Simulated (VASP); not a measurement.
# HfC (Fm-3m) in VASP: further runs

HfC is run at these levels: PBE; tasks: single point.

All numbers are computed with VASP 6.6.1; they aren't measurements. Logs are shortened: lines on timing, memory, paths and dates and some standing lists are left out, and cuts for length are marked.

### Step 1. The cell of the first run

Symmetry: Fm-3m, No. 225, cubic system. Conventional cell: a = 4.651 Å, b = 4.651 Å, c = 4.651 Å, α = 90.00°, β = 90.00°, γ = 90.00°. Hf (site symmetry m-3m) has 6 C at 2.33 Å within 3.1 Å. C (site symmetry m-3m) has 6 Hf at 2.33 Å within 3.1 Å.

### Step 2. Single point, PBE

INCAR reads:

```
SYSTEM = HfC
  ALGO = Normal
  EDIFF = 1E-7
  ENCUT = 520
  GGA = PE
  ISIF = 2
  ISMEAR = 0
  LASPH = .TRUE.
  LCHARG = .FALSE.
  LREAL = .FALSE.
  LWAVE = .FALSE.
  NBANDS = 14
  NELM = 100
  PREC = Accurate
  SIGMA = 0.1
```

KPOINTS reads:

```
k-points
0
G
  16 16 16
  0 0 0
```

POSCAR reads:

```
HfC
1.0
    0.0000000000      2.3257467155      2.3257467155
    2.3257467155      0.0000000000      2.3257467155
    2.3257467155      2.3257467155      0.0000000000
Hf C
1 1
Direct
    0.5000000000      0.5000000000      0.5000000000
    0.0000000000      0.0000000000      0.0000000000
```

Potentials or basis: VASP PAW PBE potentials, release 64 (Hf_pv, C).

On the command line:

```bash
$ cat potpaw_PBE.64/Hf_pv/POTCAR potpaw_PBE.64/C/POTCAR > POTCAR
$ mpirun -np 1 vasp_std > vasp.out
```

OUTCAR:

```text
SYSTEM = HfC
   EDIFF = 1E-7
   ENCUT = 520
   GGA = PE
   ISIF = 2
   ISMEAR = 0
   LASPH = .TRUE.
   LREAL = .FALSE.
   NELM = 100
   PREC = Accurate

 ion  position               nearest neighbor table
   1  0.500  0.500  0.500-   2 2.33   2 2.33   2 2.33   2 2.33   2 2.33   2 2.33
   2  0.000  0.000  0.000-   1 2.33   1 2.33   1 2.33   1 2.33   1 2.33   1 2.33

  LATTYP: Found a face centered cubic cell.
 ALAT       =     4.6514934310

  Lattice vectors:

 A1 = (   0.0000000000,   2.3257467155,   2.3257467155)
 A2 = (   2.3257467155,   0.0000000000,   2.3257467155)
 A3 = (   2.3257467155,   2.3257467155,   0.0000000000)

Analysis of symmetry for initial positions (statically):
=====================================================================
 Subroutine PRICEL returns:
 Original cell was already a primitive cell.

 Routine SETGRP: Setting up the symmetry group for a
 face centered cubic supercell.

 Subroutine GETGRP returns: Found 48 space group operations
 (whereof 48 operations were pure point group operations)
 out of a pool of 48 trial point group operations.

The static configuration has the point symmetry O_h .

Analysis of symmetry for dynamics (positions and initial velocities):
=====================================================================
 Subroutine PRICEL returns:
 Original cell was already a primitive cell.

 Routine SETGRP: Setting up the symmetry group for a
 face centered cubic supercell.

 Subroutine GETGRP returns: Found 48 space group operations
 (whereof 48 operations were pure point group operations)
 out of a pool of 48 trial point group operations.

The dynamic configuration has the point symmetry O_h .

 Subroutine INISYM returns: Found 48 space group operations
 (whereof 48 operations are pure point group operations),
 and found     1 'primitive' translations

----------------------------------------------------------------------------------------

                                     Primitive cell

  volume of cell :      25.1604

  direct lattice vectors                    reciprocal lattice vectors
     0.000000000  2.325746715  2.325746715    -0.214984717  0.214984717  0.214984717
     2.325746715  0.000000000  2.325746715     0.214984717 -0.214984717  0.214984717
     2.325746715  2.325746715  0.000000000     0.214984717  0.214984717 -0.214984717

  length of vectors
     3.289102548  3.289102548  3.289102548     0.372364453  0.372364453  0.372364453

  position of ions in fractional coordinates (direct lattice)
     0.500000000  0.500000000  0.500000000
     0.000000000  0.000000000  0.000000000

  ion indices of the primitive-cell ions
   primitive index   ion index
                 1           1
                 2           2

----------------------------------------------------------------------------------------

 KPOINTS: k-points

Automatic generation of k-mesh.
 Grid dimensions read from file:
 generate k-points for:   16   16   16

 Generating k-lattice:

  Cartesian coordinates                     Fractional coordinates (reciprocal lattice)
    -0.013436545  0.013436545  0.013436545     0.062500000  0.000000000  0.000000000
     0.013436545 -0.013436545  0.013436545     0.000000000  0.062500000  0.000000000
     0.013436545  0.013436545 -0.013436545     0.000000000  0.000000000  0.062500000

  Length of vectors
     0.023272778  0.023272778  0.023272778

  Shift w.r.t. Gamma in fractional coordinates (k-lattice)
     0.000000000  0.000000000  0.000000000

 Subroutine IBZKPT returns following result:
 ===========================================

 Found    145 irreducible k-points:

 Following reciprocal coordinates:
            Coordinates               Weight
  0.000000  0.000000  0.000000      1.000000
  0.062500  0.000000  0.000000      8.000000
  0.125000  0.000000  0.000000      8.000000
  0.187500  0.000000  0.000000      8.000000
  0.250000  0.000000  0.000000      8.000000
  0.312500  0.000000  0.000000      8.000000
[... 16 lines left out ...]
 -0.125000  0.062500  0.000000     24.000000
 -0.062500  0.062500  0.000000     12.000000
 [... further k-points ...]
   k-points           NKPTS =    145   k-points in BZ     NKDIM =    145   number of bands    NBANDS=     14
   number of dos      NEDOS =    301   number of ions     NIONS =      2
   total plane-waves  NPLWV =  13824
   dimension x,y,z NGX =    24 NGY =   24 NGZ =   24
   dimension x,y,z NGXF=    48 NGYF=   48 NGZF=   48
   ions per type =               1   1
   NGX,Y,Z   is equivalent  to a cutoff of  12.13, 12.13, 12.13 a.u.
   NGXF,Y,Z  is equivalent  to a cutoff of  24.26, 24.26, 24.26 a.u.
 SYSTEM =  HfC
   PREC   = accura    normal or accurate (medium, high low for compatibility)
   ISTART =      0    job   : 0-new  1-cont  2-samecut
   ICHARG =      2    charge: 1-file 2-atom 10-const
   ISPIN  =      1    spin polarized calculation?
   LNONCOLLINEAR =      F non collinear calculations
   LSORBIT =      F    spin-orbit coupling
   LASPH  =      T    aspherical Exc in radial PAW
   ENCUT  =  520.0 eV  38.22 Ry    6.18 a.u.   6.12  6.12  6.12*2*pi/ulx,y,z
   NELM   =    100;   NELMIN=  2; NELMDL= -5     # of ELM steps
   EDIFF  = 0.1E-06   stopping-criterion for ELM
   LREAL  =      F    real-space projection
   EDIFFG = 0.1E-05   stopping-criterion for IOM
   NSW    =      0    number of steps for IOM
   IBRION =     -1    ionic relax: 0-MD 1-quasi-New 2-CG
   NFREE  =      0    steps in history (QN), initial steepest desc. (CG)
   ISIF   =      2    stress and relaxation
   ISYM   =      2    0-nonsym 1-usesym 2-fastsym
   POTIM  = 0.5000    time-step for ionic-motion
   TEBEG  =    0.0;   TEEND  =   0.0 temperature during run
   PSTRESS=    0.0 pullay stress
   NELECT =      14.0000    total number of electrons
   NUPDOWN=      -1.0000    fix difference up-down
   EMIN   =  10.00;   EMAX   =-10.00  energy-range for DOS
   EFERMI =   0.00;   METHOD = LEGACY
   ISMEAR =     0;   SIGMA  =   0.10  broadening in eV -4-tet -1-fermi 0-gaus
   EFERMI_NEDOS =   21; number of points for ismear=-14 and -15
   IALGO  =     38    algorithm
   IMIX   =      4    mixing-type and parameters
     AMIX     =   0.40;   BMIX     =  1.00
     AMIX_MAG =   1.60;   BMIX_MAG =  1.00
  volume/ion in A,a.u.               =      12.58        84.90
  Fermi-wavevector in a.u.,A,eV,Ry     =   1.346517  2.544548 24.668823  1.813107
  Thomas-Fermi vector in A             =   2.474342
   LORBIT       =      0    0 simple, 1 ext, 2 COOP (PROOUT), +10 PAW based schemes
   GGA     = PE    functional components
   LHFCALC =     F    Hartree Fock is set to
   AEXX    =    0.0000 exact exchange contribution
   IVDW    =     0    specifies the selected vdW correction
   LEPSILON=     F    determine dielectric tensor
   LRPA    =     F    only Hartree local field effects (RPA)
 non-spin polarized calculation
 Gauss-broadening in eV      SIGMA  =   0.10
  energy-cutoff  :      520.00
  volume of cell :       25.16
 maximum number of plane-waves:       700
   NGX = 13   NGY = 13   NGZ = 13

 number of electron      14.0000000 magnetization

 Free energy of the ion-electron system (eV)
  ---------------------------------------------------
  ext. energy  EPLUGINS =         0.00000000
  ---------------------------------------------------
  free energy    TOTEN  =       -21.04584290 eV

  energy without entropy =      -21.04371881  energy(sigma->0) =      -21.04478086

 E-fermi :   5.9247     XC(G=0): -12.2805

 val. band max:        5.9023972230   @ k =   0.4375   0.3750   0.0000
 cond. band min:       5.9278177602   @ k =   0.1250   0.1250   0.0000
 fundamental gap:      0.0254205372
 Fermi energy:         5.9247137039

 k-point     1 :       0.0000    0.0000    0.0000
  band No.  band energies     occupation
      1     -23.6313      2.00000
      2     -23.6313      2.00000
      3     -23.6313      2.00000
      4      -6.3582      2.00000
      5       6.9456      0.00000
      6       6.9456      0.00000
      7       6.9456      0.00000
      8       7.3370      0.00000
      9       7.3370      0.00000
     10       7.3370      0.00000
     11       9.3334      0.00000
     12       9.3334      0.00000
     13      12.7628      0.00000
     14      16.9439      0.00000

 k-point     2 :       0.0625    0.0000    0.0000
  band No.  band energies     occupation
      1     -23.6587      2.00000
      2     -23.6339      2.00000
      3     -23.6339      2.00000
      4      -6.2599      2.00000
      5       6.2016      0.00009
      6       6.4357      0.00000
      7       6.4357      0.00000
      8       7.5562      0.00000
      9       7.5562      0.00000
     10       7.8308      0.00000
     11       9.8277      0.00000
     12       9.8277      0.00000
     13      12.9902      0.00000
     14      17.2224      0.00000

 k-point     3 :       0.1250    0.0000    0.0000
  band No.  band energies     occupation
      1     -23.7358      2.00000
      2     -23.6414      2.00000
      3     -23.6414      2.00000
      4      -5.9728      2.00000
      5       5.1409      2.00000
      6       5.6368      1.99995
      7       5.6368      1.99995
      8       7.8934      0.00000
      9       7.8934      0.00000
     10       8.2505      0.00000
     11      10.8913      0.00000
     12      10.8913      0.00000
     13      13.5802      0.00000
     14      17.9956      0.00000
[... 324 lines left out ...]
 k-point    23 :      -0.1250    0.0625    0.0000
  band No.  band energies     occupation
      1     -23.7806      2.00000
      2     -23.6666      2.00000
      3     -23.6382      2.00000
      4      -5.7611      2.00000
      5       4.5729      2.00000
      6       5.1099      2.00000
      7       5.3655      2.00000
      8       7.7821      0.00000
      9       8.4295      0.00000
     10       8.6992      0.00000
     11      10.6668      0.00000
     12      12.0313      0.00000
     13      14.0464      0.00000
     14      18.5376      0.00000

 k-point    24 :      -0.0625    0.0625    0.0000
  band No.  band energies     occupation
      1     -23.6965      2.00000
      2     -23.6493      2.00000
      3     -23.6332      2.00000
      4      -6.0999      2.00000
      5       5.5585      2.00000
      6       5.8623      1.62247
      7       5.9801      0.43307
      8       7.4978      0.00000
      9       8.1480      0.00000
     10       8.1548      0.00000
     11       9.9209      0.00000
     12      10.8175      0.00000
     13      13.3645      0.00000
     14      17.6645      0.00000

 [... further k-points ...]

------------------------ aborting loop because EDIFF is reached ----------------------------------------

  FORCE on cell =-STRESS in cart. coord.  units (eV):
  Direction    XX          YY          ZZ          XY          YZ          ZX
  --------------------------------------------------------------------------------------
  -------------------------------------------------------------------------------------
  Total       -0.1026171     -0.1026171     -0.1026171      0.0000000     -0.0000000     -0.0000000
  in kB       -6.5345077     -6.5345077     -6.5345077      0.0000000     -0.0000000     -0.0000000
  external PRESSURE =      -6.5345077 kB  Pullay stress =       0.0000000 kB

 VOLUME and BASIS-vectors are now :
 -----------------------------------------------------------------------------
  energy-cutoff  :      520.00
  volume of cell :       25.16
      direct lattice vectors                 reciprocal lattice vectors
     0.000000000  2.325746715  2.325746715    -0.214984717  0.214984717  0.214984717
     2.325746715  0.000000000  2.325746715     0.214984717 -0.214984717  0.214984717
     2.325746715  2.325746715  0.000000000     0.214984717  0.214984717 -0.214984717

 POSITION                                       TOTAL-FORCE (eV/Angst)
 -----------------------------------------------------------------------------------
      2.32575      2.32575      2.32575         0.000000      0.000000      0.000000
      0.00000      0.00000      0.00000         0.000000      0.000000      0.000000
 -----------------------------------------------------------------------------------
    total drift:                                0.000000     -0.000000      0.000000

  FREE ENERGIE OF THE ION-ELECTRON SYSTEM (eV)
  ---------------------------------------------------
  free  energy   TOTEN  =       -21.0458429010 eV

  energy  without entropy=      -21.0437188099  energy(sigma->0) =      -21.04478086
```

Run time: 16 s. Hardware: 1 thread of Intel Xeon 6975P-C (Granite Rapids), shared host; peak memory 0.18 GiB.

Results:

| Quantity | Value |
| --- | --- |
| Free energy | -21.0458 eV |
| Pressure | -0.7 GPa |
| Band gap on the k mesh | zero (band 7 reaches 6.95 eV, above the bottom of band 8 at 5.52 eV) |

Caveat: spin-orbit coupling is left out, which moves the levels of the heavy elements.

### Step 3. Single point, PBE (volume scaled by 0.88)

INCAR reads:

```
ALGO = Normal
EDIFF = 1E-7
ENCUT = 520
GGA = PE
ISIF = 2
ISMEAR = 0
LASPH = T
LCHARG = F
LREAL = F
LWAVE = F
NBANDS = 14
NELM = 80
PREC = Accurate
SIGMA = 0.1
```

KPOINTS reads:

```
k-points
0
Gamma
  16 16 16
```

POSCAR reads:

```
HfC
1.0
    0.0000000000      2.2287257989      2.2287257989
    2.2287257989      0.0000000000      2.2287257989
    2.2287257989      2.2287257989      0.0000000000
Hf C
1 1
Direct
    0.5000000000      0.5000000000      0.5000000000
    0.0000000000      0.0000000000      0.0000000000
```

Potentials or basis: VASP PAW PBE potentials, release 64 (Hf_pv, C).

On the command line:

```bash
$ cat potpaw_PBE.64/Hf_pv/POTCAR potpaw_PBE.64/C/POTCAR > POTCAR
$ mpirun -np 1 vasp_std > vasp.out
```

Run time: 30 s. Hardware: 1 thread of Intel Xeon Platinum 8259CL at 2.50GHz (Skylake/Cascade Lake), shared host; peak memory 0.17 GiB.

The run converged. Its results:

- Free energy: -20.7262 eV
- Pressure: 38.4 GPa
- Band gap on the k mesh: zero (band 7 reaches 8.04 eV, above the bottom of band 8 at 6.54 eV)

Levels at points of the mesh, in eV from the Fermi level:
```
           k point  band 3  band 4  band 5  band 6  band 7  band 8  band 9  band 10  band 11  band 12
(0.00, 0.00, 0.00)  -28.93  -12.93    1.09    1.09    1.09    1.43    1.43     1.43     3.81     3.81
(0.50, 0.00, 0.00)  -29.03   -8.36   -6.72   -3.43   -3.43    6.11    6.11     6.65     7.23    13.15
(0.50, 0.50, 0.00)  -29.29  -11.00   -2.36   -2.23    0.09    0.09    6.10     7.83     7.83    10.18
```

Caveat: spin-orbit coupling is left out, which moves the levels of the heavy elements.

### Step 4. Single point, PBE (volume scaled by 0.91)

INCAR reads:

```
SYSTEM = HfC
  PREC = Accurate
  ENCUT = 520
  EDIFF = 1E-7
  ISMEAR = 0
  SIGMA = 0.1
  LREAL = .False.
  LASPH = .True.
  NELM = 100
  ALGO = Normal
  ISIF = 2
  LWAVE = .False.
  LCHARG = .False.
  GGA = PE
  NBANDS = 14
```

KPOINTS reads:

```
Automatic mesh
0
Gamma
  16 16 16
  0 0 0
```

POSCAR reads:

```
HfC
1.0
    0.0000000000      2.2537697580      2.2537697580
    2.2537697580      0.0000000000      2.2537697580
    2.2537697580      2.2537697580      0.0000000000
Hf C
1 1
Direct
    0.5000000000      0.5000000000      0.5000000000
    0.0000000000      0.0000000000      0.0000000000
```

Potentials or basis: VASP PAW PBE potentials, release 64 (Hf_pv, C).

On the command line:

```bash
$ cat potpaw_PBE.64/Hf_pv/POTCAR potpaw_PBE.64/C/POTCAR > POTCAR
$ mpirun -np 1 vasp_std > vasp.out
```

OUTCAR:

```text
SYSTEM = HfC
   PREC = Accurate
   ENCUT = 520
   EDIFF = 1E-7
   ISMEAR = 0
   LREAL = .False.
   LASPH = .True.
   NELM = 100
   ISIF = 2
   GGA = PE

 ion  position               nearest neighbor table
   1  0.500  0.500  0.500-   2 2.25   2 2.25   2 2.25   2 2.25   2 2.25   2 2.25
   2  0.000  0.000  0.000-   1 2.25   1 2.25   1 2.25   1 2.25   1 2.25   1 2.25

  LATTYP: Found a face centered cubic cell.
 ALAT       =     4.5075395160

  Lattice vectors:

 A1 = (   0.0000000000,   2.2537697580,   2.2537697580)
 A2 = (   2.2537697580,   0.0000000000,   2.2537697580)
[... 594 lines left out ...]

  FORCE on cell =-STRESS in cart. coord.  units (eV):
  Direction    XX          YY          ZZ          XY          YZ          ZX
  --------------------------------------------------------------------------------------
  -------------------------------------------------------------------------------------
  Total        3.7610743      3.7610743      3.7610743      0.0000000      0.0000000     -0.0000000
  in kB      263.1866480    263.1866480    263.1866480      0.0000000      0.0000000     -0.0000000
  external PRESSURE =     263.1866480 kB  Pullay stress =       0.0000000 kB

 VOLUME and BASIS-vectors are now :
 -----------------------------------------------------------------------------
  energy-cutoff  :      520.00
  volume of cell :       22.90
      direct lattice vectors                 reciprocal lattice vectors
     0.000000000  2.253769758  2.253769758    -0.221850523  0.221850523  0.221850523
     2.253769758  0.000000000  2.253769758     0.221850523 -0.221850523  0.221850523
     2.253769758  2.253769758  0.000000000     0.221850523  0.221850523 -0.221850523

 POSITION                                       TOTAL-FORCE (eV/Angst)
 -----------------------------------------------------------------------------------
      2.25377      2.25377      2.25377         0.000000      0.000000      0.000000
      0.00000      0.00000      0.00000        -0.000000     -0.000000     -0.000000
 -----------------------------------------------------------------------------------
    total drift:                                0.000000     -0.000000      0.000000

  FREE ENERGIE OF THE ION-ELECTRON SYSTEM (eV)
  ---------------------------------------------------
  free  energy   TOTEN  =       -20.8782008034 eV

  energy  without entropy=      -20.8760930191  energy(sigma->0) =      -20.87714691
```

stdout:

```text
POSCAR found type information on POSCAR HfC
 POSCAR found :  2 types and       2 ions
 scaLAPACK will be used
 LDA part: xc-table for (Slater+PW92), standard interpolation
 POSCAR, INCAR and KPOINTS ok, starting setup
 FFT: planning ... GRIDC
 FFT: planning ... GRID_SOFT
 FFT: planning ... GRID
 WAVECAR not read
 entering main loop
```

It took 37 s on 1 thread of Intel Xeon Platinum 8259CL at 2.50GHz (Skylake/Cascade Lake), shared host; peak memory 0.17 GiB.

What came out:

```
Free energy            : -20.8782 eV
Pressure               : 26.3 GPa
Band gap on the k mesh : zero (band 7 reaches 7.74 eV, above the bottom of band 8 at 6.26 eV)
```

Levels at points of the mesh, in eV from the Fermi level:
```tsv
k point	band 3	band 4	band 5	band 6	band 7	band 8	band 9	band 10	band 11	band 12
(0.00, 0.00, 0.00)	-29.09	-12.76	1.07	1.07	1.07	1.43	1.43	1.43	3.71	3.71
(0.50, 0.00, 0.00)	-29.18	-8.42	-6.55	-3.30	-3.30	5.90	5.90	6.42	7.05	12.68
(0.50, 0.50, 0.00)	-29.41	-10.83	-2.43	-2.09	0.04	0.04	5.90	7.54	7.54	9.70
```

Caveat: spin-orbit coupling is left out, which moves the levels of the heavy elements.

### Step 5. Summary

| cell | gap on the mesh (eV) | pressure (GPa) |
| --- | --- | --- |
| a = 3.289 Å, angles 60.0°, 2 atoms | none | -0.7 |
| a = 3.152 Å, angles 60.0°, 2 atoms | none | 38.4 |
| a = 3.187 Å, angles 60.0°, 2 atoms | none | 26.3 |

Alike in all rows: task single point; level PBE; potentials or basis VASP PAW PBE potentials, release 64 (Hf_pv, C); no spin polarisation; k mesh 16 × 16 × 16; cutoff (eV) 520; smearing gaussian 0.1 eV.

Caveats: spin-orbit coupling is left out, which moves the levels of the heavy elements.

Total energies depend on the potentials used, so only differences within one code and one set of settings carry meaning.
